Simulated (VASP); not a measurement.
# B (C2/c) in VASP: notebook

B is run at these levels: PBE; tasks: single point, relaxation of cell and atoms.

Everything below comes from runs of VASP 6.6.1. Logs are shortened: lines on timing, memory, paths and dates and some standing lists are left out, and cuts for length are marked.

### Step 1. The cell of the first run

It takes space group C2/c (No. 15, monoclinic). Conventional cell: a = 3.763 Å, b = 3.629 Å, c = 8.235 Å, α = 90.00°, β = 101.80°, γ = 90.00°. Within 2.3 Å of B (site symmetry -1) lie 4 B at 1.70 to 1.74 Å. Within 2.3 Å of B (site symmetry 1) lie 5 B at 1.62 to 2.23 Å. Within 2.2 Å of B (site symmetry 2) lie 4 B at 1.62 to 1.67 Å.

The cell was built from a structure type or drawn by symmetry, and may not be a known phase.

### Step 2. Single point, PBE

The input, INCAR:

```
PREC = Accurate
ENCUT = 520
EDIFF = 1E-6
ISMEAR = 0
SIGMA = 0.1
LREAL = F
LASPH = T
NELM = 100
ALGO = Normal
ISIF = 2
LWAVE = F
LCHARG = F
GGA = PE
NBANDS = 22
```

The input, KPOINTS:

```
regular mesh
0
Gamma
  6 6 2
```

The input, POSCAR:

```
B
1.0
    1.8814438100     -1.8145862600      0.0000000000
    1.8814438100      1.8145862600      0.0000000000
   -1.6845018500      0.0000000000      8.0604545800
B
8
Direct
    0.0000000000      0.0000000000      0.5000000000
    0.0000000000      0.0000000000      0.0000000000
    0.4460488400      0.1080912900      0.3724691100
    0.8919087100      0.5539511600      0.1275308900
    0.5539511600      0.8919087100      0.6275308900
    0.1080912900      0.4460488400      0.8724691100
    0.5644744200      0.4355255800      0.7500000000
    0.4355255800      0.5644744200      0.2500000000
```

Potentials or basis: VASP PAW PBE potentials, release 64 (B).

On the command line:

```bash
$ cat potpaw_PBE.64/B/POTCAR > POTCAR
$ mpirun -np 1 vasp_std > vasp.out
```

OUTCAR:

```text
PREC = Accurate
   ENCUT = 520
   EDIFF = 1E-6
   ISMEAR = 0
   LREAL = F
   LASPH = T
   NELM = 100
   ISIF = 2
   GGA = PE

 ion  position               nearest neighbor table
   1  0.000  0.000  0.500-   5 1.70   3 1.70   5 1.74   3 1.74
   2  0.000  0.000  0.000-   4 1.70   6 1.70   6 1.74   4 1.74
   3  0.446  0.108  0.372-   8 1.62   8 1.67   1 1.70   1 1.74
   4  0.892  0.554  0.128-   8 1.62   8 1.67   2 1.70   2 1.74
   5  0.554  0.892  0.628-   7 1.62   7 1.67   1 1.70   1 1.74
   6  0.108  0.446  0.872-   7 1.62   7 1.67   2 1.70   2 1.74
   7  0.564  0.436  0.750-   6 1.62   5 1.62   6 1.67   5 1.67
   8  0.436  0.564  0.250-   3 1.62   4 1.62   4 1.67   3 1.67

  LATTYP: Found a base centered monoclinic cell.
 ALAT       =     3.7628876200
 B/A-ratio  =     0.9644647639
 C/A-ratio  =     2.1883699318
 COS(beta)  =    -0.2045641404

  Lattice vectors:

 A1 = (   1.8814438100,  -1.8145862600,   0.0000000000)
 A2 = (   1.8814438100,   1.8145862600,   0.0000000000)
 A3 = (  -1.6845018500,   0.0000000000,   8.0604545800)

Analysis of symmetry for initial positions (statically):
=====================================================================
 Subroutine PRICEL returns:
 Original cell was already a primitive cell.

 Routine SETGRP: Setting up the symmetry group for a
 base centered monoclinic supercell.

 Subroutine GETGRP returns: Found  4 space group operations
 (whereof  2 operations were pure point group operations)
 out of a pool of  4 trial point group operations.

The static configuration has the point symmetry S_2 .
 The point group associated with its full space group is C_2h.

Analysis of symmetry for dynamics (positions and initial velocities):
=====================================================================
 Subroutine PRICEL returns:
 Original cell was already a primitive cell.

 Routine SETGRP: Setting up the symmetry group for a
 base centered monoclinic supercell.

 Subroutine GETGRP returns: Found  4 space group operations
 (whereof  2 operations were pure point group operations)
 out of a pool of  4 trial point group operations.

The dynamic configuration has the point symmetry S_2 .
 The point group associated with its full space group is C_2h.

 Subroutine INISYM returns: Found  4 space group operations
 (whereof  2 operations are pure point group operations),
 and found     1 'primitive' translations

----------------------------------------------------------------------------------------

                                     Primitive cell

  volume of cell :      55.0375

  direct lattice vectors                    reciprocal lattice vectors
     1.881443810 -1.814586260  0.000000000     0.265753352 -0.275544906  0.055538060
     1.881443810  1.814586260  0.000000000     0.265753352  0.275544906  0.055538060
    -1.684501850  0.000000000  8.060454580     0.000000000  0.000000000  0.124062482

  length of vectors
     2.613915474  2.613915474  8.234590125     0.386825950  0.386825950  0.124062482

  position of ions in fractional coordinates (direct lattice)
     0.000000000  0.000000000  0.500000000
     0.000000000  0.000000000  0.000000000
     0.446048840  0.108091290  0.372469110
     0.891908710  0.553951160  0.127530890
     0.553951160  0.891908710  0.627530890
     0.108091290  0.446048840  0.872469110
     0.564474420  0.435525580  0.750000000
     0.435525580  0.564474420  0.250000000

  ion indices of the primitive-cell ions
   primitive index   ion index
                 1           1
                 2           2
                 3           3
                 4           4
                 5           5
                 6           6
                 7           7
                 8           8

----------------------------------------------------------------------------------------

 KPOINTS: regular mesh

Automatic generation of k-mesh.
 Grid dimensions read from file:
 generate k-points for:    6    6    2

 Generating k-lattice:

  Cartesian coordinates                     Fractional coordinates (reciprocal lattice)
     0.044292225 -0.045924151  0.009256343     0.166666667  0.000000000  0.000000000
     0.044292225  0.045924151  0.009256343     0.000000000  0.166666667  0.000000000
     0.000000000  0.000000000  0.062031241     0.000000000  0.000000000  0.500000000

  Length of vectors
     0.064470992  0.064470992  0.062031241

  Shift w.r.t. Gamma in fractional coordinates (k-lattice)
     0.000000000  0.000000000  0.000000000

 Subroutine IBZKPT returns following result:
 ===========================================

 Found     26 irreducible k-points:

 Following reciprocal coordinates:
            Coordinates               Weight
  0.000000  0.000000  0.000000      1.000000
  0.166667  0.000000 -0.000000      4.000000
  0.333333 -0.000000  0.000000      4.000000
  0.500000  0.000000  0.000000      2.000000
  0.166667  0.166667 -0.000000      2.000000
  0.333333  0.166667  0.000000      4.000000
[... 16 lines left out ...]
  0.333333  0.333333  0.500000      2.000000
  0.500000  0.333333  0.500000      4.000000
 [... further k-points ...]
   k-points           NKPTS =     26   k-points in BZ     NKDIM =     26   number of bands    NBANDS=     22
   number of dos      NEDOS =    301   number of ions     NIONS =      8
   total plane-waves  NPLWV =  25600
   dimension x,y,z NGX =    20 NGY =   20 NGZ =   64
   dimension x,y,z NGXF=    40 NGYF=   40 NGZF=  128
   ions per type =               8
   NGX,Y,Z   is equivalent  to a cutoff of  12.72, 12.72, 12.92 a.u.
   NGXF,Y,Z  is equivalent  to a cutoff of  25.44, 25.44, 25.84 a.u.
 SYSTEM =  unknown system
   PREC   = accura    normal or accurate (medium, high low for compatibility)
   ISTART =      0    job   : 0-new  1-cont  2-samecut
   ICHARG =      2    charge: 1-file 2-atom 10-const
   ISPIN  =      1    spin polarized calculation?
   LNONCOLLINEAR =      F non collinear calculations
   LSORBIT =      F    spin-orbit coupling
   LASPH  =      T    aspherical Exc in radial PAW
   ENCUT  =  520.0 eV  38.22 Ry    6.18 a.u.   4.86  4.86 15.31*2*pi/ulx,y,z
   NELM   =    100;   NELMIN=  2; NELMDL= -5     # of ELM steps
   EDIFF  = 0.1E-05   stopping-criterion for ELM
   LREAL  =      F    real-space projection
   EDIFFG = 0.1E-04   stopping-criterion for IOM
   NSW    =      0    number of steps for IOM
   IBRION =     -1    ionic relax: 0-MD 1-quasi-New 2-CG
   NFREE  =      0    steps in history (QN), initial steepest desc. (CG)
   ISIF   =      2    stress and relaxation
   ISYM   =      2    0-nonsym 1-usesym 2-fastsym
   POTIM  = 0.5000    time-step for ionic-motion
   TEBEG  =    0.0;   TEEND  =   0.0 temperature during run
   PSTRESS=    0.0 pullay stress
   NELECT =      24.0000    total number of electrons
   NUPDOWN=      -1.0000    fix difference up-down
   EMIN   =  10.00;   EMAX   =-10.00  energy-range for DOS
   EFERMI =   0.00;   METHOD = LEGACY
   ISMEAR =     0;   SIGMA  =   0.10  broadening in eV -4-tet -1-fermi 0-gaus
   EFERMI_NEDOS =   21; number of points for ismear=-14 and -15
   IALGO  =     38    algorithm
   IMIX   =      4    mixing-type and parameters
     AMIX     =   0.40;   BMIX     =  1.00
     AMIX_MAG =   1.60;   BMIX_MAG =  1.00
  volume/ion in A,a.u.               =       6.88        46.43
  Fermi-wavevector in a.u.,A,eV,Ry     =   1.241440  2.345982 20.968940  1.541174
  Thomas-Fermi vector in A             =   2.375838
   LORBIT       =      0    0 simple, 1 ext, 2 COOP (PROOUT), +10 PAW based schemes
   GGA     = PE    functional components
   LHFCALC =     F    Hartree Fock is set to
   AEXX    =    0.0000 exact exchange contribution
   IVDW    =     0    specifies the selected vdW correction
   LEPSILON=     F    determine dielectric tensor
   LRPA    =     F    only Hartree local field effects (RPA)
 non-spin polarized calculation
 Gauss-broadening in eV      SIGMA  =   0.10
  energy-cutoff  :      520.00
  volume of cell :       55.04
 maximum number of plane-waves:      1502
   NGX =  9   NGY =  9   NGZ = 31

 number of electron      24.0000000 magnetization

 Free energy of the ion-electron system (eV)
  ---------------------------------------------------
  ext. energy  EPLUGINS =         0.00000000
  ---------------------------------------------------
  free energy    TOTEN  =       -45.32901765 eV

  energy without entropy =      -45.32544941  energy(sigma->0) =      -45.32723353

 E-fermi :   6.1139     XC(G=0): -12.0096

 val. band max:        5.9822078496   @ k =  -0.3333   0.1667   0.0000
 cond. band min:       6.1295934446   @ k =  -0.1667   0.1667   0.0000
 fundamental gap:      0.1473855950
 Fermi energy:         6.1139381255

 k-point     1 :       0.0000    0.0000    0.0000
  band No.  band energies     occupation
      1      -8.9798      2.00000
      2      -7.3652      2.00000
      3      -6.9825      2.00000
      4      -1.9375      2.00000
      5      -1.8124      2.00000
      6       5.0914      2.00000
[... 14 lines left out ...]
     21      15.3650      0.00000
     22      16.5582      0.00000

 k-point     2 :       0.1667    0.0000   -0.0000
  band No.  band energies     occupation
      1      -8.4955      2.00000
      2      -7.0395      2.00000
      3      -6.3570      2.00000
      4      -1.9979      2.00000
      5      -0.9089      2.00000
      6       2.7018      2.00000
[... 14 lines left out ...]
     21      16.9301      0.00000
     22      17.5027      0.00000
[... 523 lines left out ...]
     21      16.5928      0.00000
     22      17.0852      0.00000

 k-point    24 :       0.5000    0.3333    0.5000
  band No.  band energies     occupation
      1      -3.6611      2.00000
      2      -2.9261      2.00000
      3      -1.8206      2.00000
      4      -1.6378      2.00000
      5      -0.5566      2.00000
      6       0.7596      2.00000
[... 14 lines left out ...]
     21      16.6104      0.00000
     22      17.1490      0.00000

 [... further k-points ...]

------------------------ aborting loop because EDIFF is reached ----------------------------------------

  FORCE on cell =-STRESS in cart. coord.  units (eV):
  Direction    XX          YY          ZZ          XY          YZ          ZX
  --------------------------------------------------------------------------------------
  -------------------------------------------------------------------------------------
  Total        6.4017383     13.4204297     15.6107039      0.0000000      0.0000000      7.9344161
  in kB      186.3588817    390.6776831    454.4380282      0.0000000      0.0000000    230.9761573
  external PRESSURE =     343.8248643 kB  Pullay stress =       0.0000000 kB

 VOLUME and BASIS-vectors are now :
 -----------------------------------------------------------------------------
  energy-cutoff  :      520.00
  volume of cell :       55.04
      direct lattice vectors                 reciprocal lattice vectors
     1.881443810 -1.814586260  0.000000000     0.265753352 -0.275544906  0.055538060
     1.881443810  1.814586260  0.000000000     0.265753352  0.275544906  0.055538060
    -1.684501850  0.000000000  8.060454580     0.000000000  0.000000000  0.124062482

 POSITION                                       TOTAL-FORCE (eV/Angst)
 -----------------------------------------------------------------------------------
     -0.84225      0.00000      4.03023         0.000000      0.000000      0.000000
      0.00000      0.00000      0.00000         0.000000     -0.000000      0.000000
      0.41516     -0.61325      3.00227         0.040569      0.229516      2.859969
      2.50548     -0.61325      1.02796        -0.040569      0.229516     -2.859969
      1.66323      0.61325      5.05818        -0.040569     -0.229516     -2.859969
     -0.42709      0.61325      7.03250         0.040569     -0.229516      2.859969
      0.61807     -0.23399      6.04534         0.000000      1.201173      0.000000
      1.46032      0.23399      2.01511         0.000000     -1.201173     -0.000000
 -----------------------------------------------------------------------------------
    total drift:                                0.000000     -0.000000      0.000000

  FREE ENERGIE OF THE ION-ELECTRON SYSTEM (eV)
  ---------------------------------------------------
  free  energy   TOTEN  =       -45.3290176547 eV

  energy  without entropy=      -45.3254494118  energy(sigma->0) =      -45.32723353
```

It took 38 s on 1 thread of Intel Xeon Platinum 8175M at 2.50GHz (Skylake/Cascade Lake), shared host; peak memory 0.16 GiB.

What came out:

```yaml
Free_energy: -45.3290 eV
Pressure: 34.4 GPa
Largest_force: 2.869 eV/Å
Band_gap_on_the_k_mesh: zero (bands 12 and 13 overlap by 4.96 eV)
```

Forces in eV/Å, atoms in the order of the input:
```
B    0.000  0.000  0.000
B    0.000  0.000  0.000
B    0.041  0.230  2.860
B   -0.041  0.230 -2.860
B   -0.041 -0.230 -2.860
B    0.041 -0.230  2.860
B    0.000  1.201  0.000
B    0.000 -1.201  0.000
```

Levels at points of the mesh, in eV from the Fermi level:
```
           k point  band 8  band 9  band 10  band 11  band 12  band 13  band 14  band 15  band 16  band 17
(0.00, 0.00, 0.00)   -0.51   -0.43     0.35     0.38     1.40     1.49     2.79     5.50     5.70     5.94
(0.50, 0.00, 0.00)   -5.05   -2.80    -2.48    -0.32     1.01     2.18     2.27     4.80     5.79     6.39
(0.50, 0.50, 0.00)   -4.68   -4.45    -4.35    -3.88    -3.68    -3.44    -1.24     0.34     1.15     1.78
(0.00, 0.00, 0.50)   -1.03    0.28     0.28     1.52     1.52     2.28     2.28     4.53     4.53     7.73
(0.50, 0.00, 0.50)   -5.37   -2.64    -1.71    -0.39     1.02     1.99     2.45     3.64     6.23     6.49
(0.50, 0.50, 0.50)   -5.21   -4.59    -4.59    -3.45    -3.45    -2.09    -2.09     0.23     0.23     2.94
```

Caveat: the k points lie up to 0.41 Å⁻¹ apart, too coarse for converged energies and pressures of a metal; forces of over 1 eV/Å act on the atoms, so gaps and moduli don't describe the material at rest.

### Step 3. Relaxation of cell and atoms, PBE

The input, INCAR:

```
  PREC = Accurate
  ENCUT = 600
  EDIFF = 1E-6
  ISMEAR = 0
  SIGMA = 0.1
  LREAL = False
  LASPH = True
  NELM = 80
  ALGO = Normal
  ISIF = 3
  LWAVE = False
  LCHARG = False
  GGA = PE
  IBRION = 2
  NSW = 90
  EDIFFG = -0.04
```

KPOINTS is that of step 2.

POSCAR is that of step 2.

Potentials or basis: VASP PAW PBE potentials, release 64 (B).

On the command line:

```bash
$ cat potpaw_PBE.64/B/POTCAR > POTCAR
$ mpirun -np 1 vasp_std > vasp.out
```

Run time: 12 min. Hardware: 1 thread of Intel Xeon Platinum 8175M at 2.50GHz (Skylake/Cascade Lake), shared host; peak memory 0.19 GiB.

It converged, with:

| Quantity | Value |
| --- | --- |
| Free energy | -49.2687 eV |
| Relaxed volume | 8.03 Å³/atom |
| Relaxed cell | a = 2.879 Å, b = 2.879 Å, c = 7.827 Å, α = 90.03°, β = 90.03°, γ = 82.06° |
| Space group after relaxing (to 0.1 Å) | Cccm (No. 66) |
| Energy gained by relaxing | 491.5 meV/atom |
| Ionic steps | 29 |
| Pressure after relaxing | 0.0 GPa |
| Largest force after relaxing | 0.038 eV/Å |
| Band gap on the k mesh | zero (bands 12 and 13 overlap by 4.19 eV) |

Forces in eV/Å, atoms in the order of the input:
```
B    0.000  0.000  0.000
B    0.000  0.000  0.000
B    0.021 -0.012 -0.029
B   -0.021 -0.012  0.029
B   -0.021  0.012  0.029
B    0.021  0.012 -0.029
B    0.000  0.001  0.000
B    0.000 -0.001  0.000
```

Stress tensor (GPa, compression positive):
```
-0.26  0.00 -0.03
 0.00 -0.10  0.00
-0.03  0.00  0.44
```

The path:
```
step  energy change (eV)  largest force (eV/Å)  pressure (GPa)  volume (Å³)
   1              0.0000                2.8677           34.35        55.04
   2             -1.9031                1.2731          -11.11        67.46
   3             -1.9514                1.4059           -6.39        65.22
   4             -2.5000                1.3377            0.09        63.90
   5             -2.5927                1.7758            4.10        63.23
   6             -2.9292                1.7934            4.66        63.28
   7             -3.1718                2.8505            7.05        63.27
   8             -3.5005                2.0045            2.93        64.24
   9             -3.6325                1.2281           -1.71        65.57
  10             -3.6349                1.2875           -1.25        65.42
  11             -3.7525                0.5469           -1.49        65.17
  12             -3.7806                0.5097           -1.40        64.96
  13             -3.8059                0.4606           -0.41        64.64
  14             -3.8341                0.3804            2.64        63.73
  15             -3.8526                0.3668            2.29        63.80
  16             -3.8888                0.3550            1.28        63.99
  17             -3.8729                0.3833           -0.81        64.33
  18             -3.8976                0.3672            0.58        64.12
  19             -3.9113                0.1784           -0.07        64.27
  20             -3.9162                0.1698           -0.69        64.42
  21             -3.9217                0.0874           -0.16        64.28
  22             -3.9224                0.0915            0.12        64.20
  23             -3.9245                0.0738            0.10        64.19
  24             -3.9259                0.0720            0.08        64.17
  25             -3.9277                0.0735            0.04        64.18
  26             -3.9295                0.0771           -0.06        64.21
  27             -3.9308                0.0591            0.02        64.20
  28             -3.9317                0.0520            0.14        64.17
  29             -3.9321                0.0378            0.03        64.24
```

Final structure:
```yaml
crystal:
  lattice:
    - [2.15980, -1.88971, 0.22528]
    - [2.15980, 1.88971, 0.22528]
    - [-0.81796, 0.00000, 7.78432]
  atoms:
    - { symbol: B, position: [0.00000, 0.00000, 0.50000] }
    - { symbol: B, position: [0.00000, 0.00000, 0.00000] }
    - { symbol: B, position: [0.49941, 0.00019, 0.38933] }
    - { symbol: B, position: [0.99981, 0.50059, 0.11067] }
    - { symbol: B, position: [0.50059, 0.99981, 0.61067] }
    - { symbol: B, position: [0.00019, 0.49941, 0.88933] }
    - { symbol: B, position: [0.50039, 0.49961, 0.75000] }
    - { symbol: B, position: [0.49961, 0.50039, 0.25000] }
```

Levels at points of the mesh, in eV from the Fermi level:
```tsv
k point	band 10	band 11	band 12	band 13	band 14	band 15
(0.00, 0.00, 0.00)	-0.13	1.07	1.12	2.20	5.01	5.52
(0.50, 0.00, 0.00)	-2.49	-2.41	0.81	1.85	3.73	3.79
(0.50, 0.50, 0.00)	-3.26	-2.98	-2.82	-2.24	-0.38	0.10
(0.00, 0.00, 0.50)	-1.05	1.95	1.95	3.86	3.86	3.99
(0.50, 0.00, 0.50)	-0.98	-0.92	0.65	2.32	2.57	3.36
(0.50, 0.50, 0.50)	-3.19	-2.72	-2.72	-1.52	-1.52	-0.14
```

Caveat: the k points lie up to 0.40 Å⁻¹ apart in the final cell, too coarse for converged energies and pressures of a metal; the volume moved by over 15 % at a fixed basis, so the end points are rough.
